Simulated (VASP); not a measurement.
Here is a VASP 6.6.1 calculation.

File INCAR:

```
PREC     = Accurate       # precision mode
ENCUT    = 600            # plane-wave cutoff, eV
EDIFF    = 1E-6           # SCF threshold, eV
ISMEAR   = 0              # smearing method
SIGMA    = 0.05           # smearing width, eV
LREAL    = F              # projectors in reciprocal space
LASPH    = T              # aspherical terms in the spheres
NELM     = 200            # most SCF steps
ALGO     = Normal         # electronic algorithm
ISIF     = 2              # what is computed and relaxed
LWAVE    = F              # write WAVECAR
LCHARG   = F              # write CHGCAR
ISPIN    = 2              # spin polarisation
MAGMOM   = 1.9 0.22       # initial moments
LORBIT   = 11             # projections on sites
LMAXMIX  = 4              # l up to which the mixer works
LDAU     = T              # DFT+U
LDAUTYPE = 2            
LDAUL    = 2 -1           # shell
LDAUU    = 6.2 0          # U, eV
LDAUJ    = 0 0          
LDAUPRINT= 1            
GGA      = PE             # functional
IVDW     = 13             # dispersion correction
NBANDS   = 19             # bands
GGA_COMPAT= F
```

File KPOINTS:

```
regular mesh
0
Gamma
  10 10 10
```

POSCAR

```
NiO
1.0
    0.0000000000      2.1173235753      2.1173235753
    2.1173235753      0.0000000000      2.1173235753
    2.1173235753      2.1173235753      0.0000000000
Ni O
1 1
Direct
    0.0000000000      0.0000000000      0.0000000000
    0.5000000000      0.5000000000      0.5000000000
```

Potentials or basis: VASP PAW PBE potentials, release 64 (Ni, O).

Launch:

```sh
$ cat potpaw_PBE.64/Ni/POTCAR potpaw_PBE.64/O/POTCAR > POTCAR
$ mpirun -np 1 vasp_std > vasp.out
```

**Question.** Predict the dispersion energy per atom.

**Answer.** -0.334 eV.

**Question.** Predict the net moment.

**Answer.** 2.00 μB per cell.

Eigenvalues of the final occupation matrices:
```tsv
site	spin	trace	eigenvalues
site 1 d	1	5.01	0.98 0.98 0.98 1.03 1.03
site 1 d	2	3.21	0.13 0.13 0.98 0.98 0.98
```

Caveat: a cell with one magnetic atom can't hold antiferromagnetic order, which such compounds often take. The state reached can hang on the start; a lower one may exist.
